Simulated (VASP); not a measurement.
Runs of VASP 6.6.1 on Ni. The structure is that of space group Fm-3m (No. 225), or close to it. The cells are those of the table. 

```csv
cell,gap on the mesh (eV),pressure (GPa)
"a = 2.501 Å, angles 60.0°, 1 atom",none,-3.8
"a = 2.484 Å, angles 60.0°, 1 atom",none,(a)
"a = 2.517 Å, angles 60.0°, 1 atom",none,-7.1
"a = 2.467 Å, angles 60.0°, 1 atom",none,4.2
```

Alike in all rows: task single point; level PBE; potentials or basis VASP PAW PBE potentials, release 64 (Ni); no spin polarisation; k mesh 53 × 53 × 53; cutoff (eV) 520; smearing fermi-dirac 0.0612256 eV.

Task: Fill in the values left out.

Result: (a) 0.0.

Caveats: the run has no spin polarisation, though such a crystal can be magnetic.

A gap of «none» marks levels without a gap at the run's occupations.
